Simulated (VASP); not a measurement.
# Cr (P6_3/mmc) in VASP: notebook, part 2 of 2

VASP 6.6.1.

## Step 4: Single point, BLYP, collinear spin, antiferromagnetic start

This run uses another cell than the first one, of 12.30 Å³/atom.

The input, INCAR:

```
SYSTEM = Cr
AGGAC = 1.0
AGGAX = 1.0
ALDAC = 0.0
ALDAX = 1.0
ALGO = Normal
EDIFF = 1E-6
ENCUT = 500
GGA = B5
GGA_COMPAT = .FALSE.
ISIF = 2
ISMEAR = -1
ISPIN = 2
LASPH = .TRUE.
LCHARG = .FALSE.
LMAXMIX = 4
LORBIT = 11
LREAL = .FALSE.
LWAVE = .FALSE.
MAGMOM = 1.5 1.5 -1.5 -1.5
NBANDS = 36
NELM = 200
PREC = Accurate
SIGMA = 0.05
```

The input, KPOINTS:

```
k-points
0
G
  19 19 5
  0 0 0
```

The input, POSCAR:

```
Cr
1.0
    2.5167703228      0.0000000000      0.0000000000
   -1.2583851614      2.1795870350      0.0000000000
    0.0000000000      0.0000000000      8.9679574102
Cr
4
Direct
    1.0000000000      1.0000000000      1.0000000000
    1.0000000000      1.0000000000      0.5000000000
    0.3333333333      0.6666666667      0.2500000000
    0.6666666667      0.3333333333      0.7500000000
```

Potentials or basis: VASP PAW PBE potentials, release 64 (Cr_pv).

Launch:

```sh
$ cat potpaw_PBE.64/Cr_pv/POTCAR > POTCAR
$ mpirun -np 1 vasp_std > vasp.out
```

OUTCAR:

```text
SYSTEM = Cr
   EDIFF = 1E-6
   ENCUT = 500
   GGA = B5
   ISIF = 2
   ISMEAR = -1
   ISPIN = 2
   LASPH = .TRUE.
   LORBIT = 11
   LREAL = .FALSE.
   NELM = 200
   PREC = Accurate

 ion  position               nearest neighbor table
   1  0.000  0.000  0.000-   3 2.67   4 2.67   3 2.67   4 2.67   4 2.67   3 2.67
   2  0.000  0.000  0.500-   3 2.67   4 2.67   3 2.67   4 2.67   4 2.67   3 2.67
   3  0.333  0.667  0.250-   1 2.67   2 2.67   1 2.67   2 2.67   1 2.67   2 2.67
   4  0.667  0.333  0.750-   1 2.67   2 2.67   1 2.67   2 2.67   1 2.67   2 2.67

  LATTYP: Found a hexagonal cell.
 ALAT       =     2.5167703228
 C/A-ratio  =     3.5632800216

  Lattice vectors:

 A1 = (   2.5167703228,   0.0000000000,   0.0000000000)
 A2 = (  -1.2583851614,   2.1795870350,   0.0000000000)
 A3 = (   0.0000000000,   0.0000000000,   8.9679574102)

Analysis of symmetry for initial positions (statically):
=====================================================================
 Subroutine PRICEL returns:
 Original cell was already a primitive cell.

 Routine SETGRP: Setting up the symmetry group for a
 hexagonal supercell.

 Subroutine GETGRP returns: Found 24 space group operations
 (whereof 12 operations were pure point group operations)
 out of a pool of 24 trial point group operations.

The static configuration has the point symmetry D_3d.
 The point group associated with its full space group is D_6h.

Analysis of symmetry for dynamics (positions and initial velocities):
=====================================================================
 Subroutine PRICEL returns:
 Original cell was already a primitive cell.

 Routine SETGRP: Setting up the symmetry group for a
 hexagonal supercell.

 Subroutine GETGRP returns: Found 24 space group operations
 (whereof 12 operations were pure point group operations)
 out of a pool of 24 trial point group operations.

The dynamic configuration has the point symmetry D_3d.
 The point group associated with its full space group is D_6h.

Analysis of structural, dynamic, and magnetic symmetry:
=====================================================================
 Subroutine PRICEL returns:
 Original cell was already a primitive cell.

 Routine SETGRP: Setting up the symmetry group for a
 hexagonal supercell.

 Subroutine GETGRP returns: Found 24 space group operations
 (whereof 12 operations were pure point group operations)
 out of a pool of 24 trial point group operations.

The overall configuration has the point symmetry D_3d.
 The point group associated with its full space group is D_6h.

 Subroutine INISYM returns: Found 24 space group operations
 (whereof 12 operations are pure point group operations),
 and found     1 'primitive' translations

----------------------------------------------------------------------------------------

                                     Primitive cell

  volume of cell :      49.1939

  direct lattice vectors                    reciprocal lattice vectors
     2.516770323  0.000000000  0.000000000     0.397334628  0.229401254  0.000000000
    -1.258385161  2.179587035  0.000000000     0.000000000  0.458802509  0.000000000
     0.000000000  0.000000000  8.967957410     0.000000000  0.000000000  0.111508112

  length of vectors
[... 85 lines left out ...]
   NELM   =    200;   NELMIN=  2; NELMDL= -5     # of ELM steps
   EDIFF  = 0.1E-05   stopping-criterion for ELM
   LREAL  =      F    real-space projection
   EDIFFG = 0.1E-04   stopping-criterion for IOM
   NSW    =      0    number of steps for IOM
   IBRION =     -1    ionic relax: 0-MD 1-quasi-New 2-CG
   NFREE  =      0    steps in history (QN), initial steepest desc. (CG)
   ISIF   =      2    stress and relaxation
   ISYM   =      2    0-nonsym 1-usesym 2-fastsym
   POTIM  = 0.5000    time-step for ionic-motion
   TEBEG  =    0.0;   TEEND  =   0.0 temperature during run
   PSTRESS=    0.0 pullay stress
   NELECT =      48.0000    total number of electrons
   NUPDOWN=      -1.0000    fix difference up-down
   EMIN   =  10.00;   EMAX   =-10.00  energy-range for DOS
   EFERMI =   0.00;   METHOD = LEGACY
   ISMEAR =    -1;   SIGMA  =   0.05  broadening in eV -4-tet -1-fermi 0-gaus
   EFERMI_NEDOS =   21; number of points for ismear=-14 and -15
   IALGO  =     38    algorithm
   IMIX   =      4    mixing-type and parameters
     AMIX     =   0.40;   BMIX     =  1.00
     AMIX_MAG =   1.60;   BMIX_MAG =  1.00
  volume/ion in A,a.u.               =      12.30        82.99
  Fermi-wavevector in a.u.,A,eV,Ry     =   1.623746  3.068435 35.872461  2.636552
  Thomas-Fermi vector in A             =   2.717146
   LORBIT       =     11    0 simple, 1 ext, 2 COOP (PROOUT), +10 PAW based schemes
   GGA     = B5    functional components
   LHFCALC =     F    Hartree Fock is set to
   AEXX    =    0.0000 exact exchange contribution
   IVDW    =     0    specifies the selected vdW correction
   LEPSILON=     F    determine dielectric tensor
   LRPA    =     F    only Hartree local field effects (RPA)
 spin polarized calculation
  energy-cutoff  :      500.00
  volume of cell :       49.19
 maximum number of plane-waves:      1270
   NGX =  9   NGY =  9   NGZ = 33

 number of electron      47.9999947 magnetization      -0.0024189

 number of electron      47.9999942 magnetization       0.0109243

 Free energy of the ion-electron system (eV)
  ---------------------------------------------------
  ext. energy  EPLUGINS =         0.00000000
  ---------------------------------------------------
  free energy    TOTEN  =       -31.86568032 eV

  energy without entropy =      -31.81116566  energy(sigma->0) =      -31.83842299

 E-fermi :  10.4233     XC(G=0): -12.7216

 val. band max:       10.4223229566   @ k =   0.3158   0.2632   0.0000
 cond. band min:      10.4238585544   @ k =   0.3158   0.2632   0.0000
 fundamental gap:      0.0015355978
 Fermi energy:        10.4232606320

 spin component 1

 k-point     1 :       0.0000    0.0000    0.0000
  band No.  band energies     occupation
      1     -32.6867      1.00000
      2     -32.3897      1.00000
      3     -32.3830      1.00000
      4     -32.0767      1.00000
      5     -31.9273      1.00000
      6     -31.9273      1.00000
[... 925 lines left out ...]
     35      13.7629      0.00000
     36      17.5192      0.00000

 [... further k-points ...]

 spin component 2

 k-point     1 :       0.0000    0.0000    0.0000
  band No.  band energies     occupation
      1     -32.6849      1.00000
      2     -32.3892      1.00000
      3     -32.3798      1.00000
      4     -32.0748      1.00000
      5     -31.9257      1.00000
      6     -31.9257      1.00000
[... 925 lines left out ...]
     35      13.7644      0.00000
     36      17.5120      0.00000

 [... further k-points ...]

------------------------ aborting loop because EDIFF is reached ----------------------------------------

  FORCE on cell =-STRESS in cart. coord.  units (eV):
  Direction    XX          YY          ZZ          XY          YZ          ZX
  --------------------------------------------------------------------------------------
  -------------------------------------------------------------------------------------
  Total       -0.1006872     -0.1006872      0.0054241      0.0000000     -0.0000000      0.0000000
  in kB       -3.2792439     -3.2792439      0.1766562      0.0000000     -0.0000000      0.0000000
  external PRESSURE =      -2.1272772 kB  Pullay stress =       0.0000000 kB

 VOLUME and BASIS-vectors are now :
 -----------------------------------------------------------------------------
  energy-cutoff  :      500.00
  volume of cell :       49.19
      direct lattice vectors                 reciprocal lattice vectors
     2.516770323  0.000000000  0.000000000     0.397334628  0.229401254  0.000000000
    -1.258385161  2.179587035  0.000000000     0.000000000  0.458802509  0.000000000
     0.000000000  0.000000000  8.967957410     0.000000000  0.000000000  0.111508112

 POSITION                                       TOTAL-FORCE (eV/Angst)
 -----------------------------------------------------------------------------------
      0.00000      0.00000      0.00000        -0.000000      0.000000      0.000000
      0.00000      0.00000      4.48398        -0.000000      0.000000      0.000000
     -0.00000      1.45306      2.24199         0.000000      0.000000     -0.000000
      1.25839      0.72653      6.72597         0.000000     -0.000000     -0.000000
 -----------------------------------------------------------------------------------
    total drift:                                0.000000     -0.000000      0.000000

  FREE ENERGIE OF THE ION-ELECTRON SYSTEM (eV)
  ---------------------------------------------------
  free  energy   TOTEN  =       -31.8656803188 eV

  energy  without entropy=      -31.8111656641  energy(sigma->0) =      -31.83842299

 total charge

# of ion       s       p       d       tot
------------------------------------------
    1        0.398   6.344   4.234  10.976
    2        0.398   6.344   4.234  10.976
    3        0.398   6.345   4.229  10.972
    4        0.398   6.345   4.229  10.972
--------------------------------------------------
tot          1.592  25.377  16.926  43.896

 magnetization (x)

# of ion       s       p       d       tot
------------------------------------------
    1        0.000   0.000   0.002   0.002
    2        0.000   0.000   0.002   0.002
    3       -0.000   0.000   0.000   0.000
    4       -0.000   0.000   0.000   0.000
--------------------------------------------------
tot          0.000   0.000   0.005   0.006
```

stdout:

```text
POSCAR found type information on POSCAR Cr
 POSCAR found :  1 types and       4 ions
 scaLAPACK will be used
 -----------------------------------------------------------------------------
|                                                                             |
|                                                                             |
|     You enforced a specific xc type in the INCAR file but a different       |
|     I HOPE YOU KNOW WHAT YOU ARE DOING!                                     |
|                                                                             |
 -----------------------------------------------------------------------------

 LDA part: xc-table for (Slater(with rela. corr.)+VWN5), standard interpolation
 POSCAR, INCAR and KPOINTS ok, starting setup
 FFT: planning ... GRIDC
 FFT: planning ... GRID_SOFT
 FFT: planning ... GRID
 WAVECAR not read
 entering main loop
```

Run time: 6.3 min. Hardware: 1 thread of Intel Xeon Platinum 8488C (Sapphire Rapids), shared host; peak memory 0.36 GiB.

Results:

| Quantity | Value |
| --- | --- |
| Free energy | -31.8657 eV |
| Pressure | -0.2 GPa |
| Band gap on the k mesh | zero (filled and empty bands overlap) |
| Net moment | 0.01 μB per cell |
| Valence electrons inside the program's atomic spheres | Cr 10.98, 10.97 (each value once) |

Stress tensor (GPa, compression positive):
```
-0.33  0.00  0.00
 0.00 -0.33  0.00
 0.00  0.00  0.02
```

Levels at points of the mesh, in eV from the Fermi level:
Spin up:
| k point | band 21 | band 22 | band 23 | band 24 | band 25 | band 26 | band 27 | band 28 |
| --- | --- | --- | --- | --- | --- | --- | --- | --- |
| (0.00, 0.00, 0.00) | -0.43 | -0.36 | -0.36 | -0.22 | -0.22 | -0.12 | -0.12 | 0.03 |
Spin down:
```csv
k point,band 21,band 22,band 23,band 24,band 25,band 26,band 27,band 28
"(0.00, 0.00, 0.00)",-0.43,-0.35,-0.35,-0.22,-0.22,-0.12,-0.12,0.04
```

Caveat: the PAW data sets were made with another functional, which shifts forces and pressure a little.

## Step 5: Single point, BLYP, collinear spin, antiferromagnetic start (13.77 Å³/atom)

The input, INCAR:

```
SYSTEM = Cr
PREC = Accurate ; ENCUT = 500
EDIFF = 1E-6 ; ISMEAR = -1
SIGMA = 0.05 ; LREAL = .FALSE.
LASPH = .TRUE. ; NELM = 200
ALGO = Normal ; ISIF = 2
LWAVE = .FALSE. ; LCHARG = .FALSE.
ISPIN = 2 ; MAGMOM = 1.5 1.5 -1.5 -1.5
LORBIT = 11 ; LMAXMIX = 4
GGA = B5 ; ALDAX = 1.0
AGGAX = 1.0 ; AGGAC = 1.0
ALDAC = 0.0 ; NBANDS = 36
GGA_COMPAT = .FALSE.
```

The input, KPOINTS:

```
regular mesh
0
G
  16 16 4
  0 0 0
```

The input, POSCAR:

```
Cr
1.0
    2.6136630113      0.0000000000      0.0000000000
   -1.3068315057      2.2634985648      0.0000000000
    0.0000000000      0.0000000000      9.3132131916
Cr
4
Direct
    1.0000000000      1.0000000000      1.0000000000
    1.0000000000      1.0000000000      0.5000000000
    0.3333333333      0.6666666667      0.2500000000
    0.6666666667      0.3333333333      0.7500000000
```

Launch:

```sh
$ cat potpaw_PBE.64/Cr_pv/POTCAR > POTCAR
$ mpirun -np 1 vasp_std > vasp.out
```

It took 12 min on 1 thread of Intel Xeon 8259CL, shared host; peak memory 0.34 GiB.

Results (log left out):

```
Free energy                                           : -31.4745 eV
Pressure                                              : -19.3 GPa
Band gap on the k mesh                                : zero (filled and empty bands overlap)
Net moment                                            : 0.00 μB per cell
Valence electrons inside the program's atomic spheres : Cr 10.78
```

Stress tensor (GPa, compression positive):
```
-20.28   0.00   0.00
  0.00 -20.28   0.00
  0.00   0.00 -17.41
```

Levels at points of the mesh, in eV from the Fermi level:
Spin up:
| k point | band 21 | band 22 | band 23 | band 24 | band 25 | band 26 | band 27 | band 28 |
| --- | --- | --- | --- | --- | --- | --- | --- | --- |
| (0.00, 0.00, 0.00) | -0.35 | -0.29 | -0.29 | -0.16 | -0.16 | -0.09 | -0.09 | -0.03 |
| (0.50, 0.00, 0.00) | -0.63 | -0.31 | -0.12 | 0.76 | 0.76 | 1.63 | 1.79 | 1.84 |
| (0.00, 0.00, 0.50) | -0.30 | -0.30 | -0.30 | -0.30 | -0.16 | -0.16 | -0.16 | -0.16 |
| (0.50, 0.00, 0.50) | 0.12 | 0.12 | 0.13 | 0.13 | 0.50 | 0.50 | 1.50 | 1.50 |
Spin down:
```tsv
k point	band 22	band 23	band 24	band 25	band 26	band 27
(0.00, 0.00, 0.00)	-0.29	-0.29	-0.16	-0.16	-0.09	-0.09
(0.50, 0.00, 0.00)	-0.31	-0.12	0.76	0.77	1.63	1.79
(0.00, 0.00, 0.50)	-0.30	-0.30	-0.30	-0.16	-0.16	-0.16
(0.50, 0.00, 0.50)	0.12	0.13	0.13	0.50	0.50	1.50
```

Caveat: the cell stands under tension; the PAW data sets were made with another functional, which shifts forces and pressure a little.
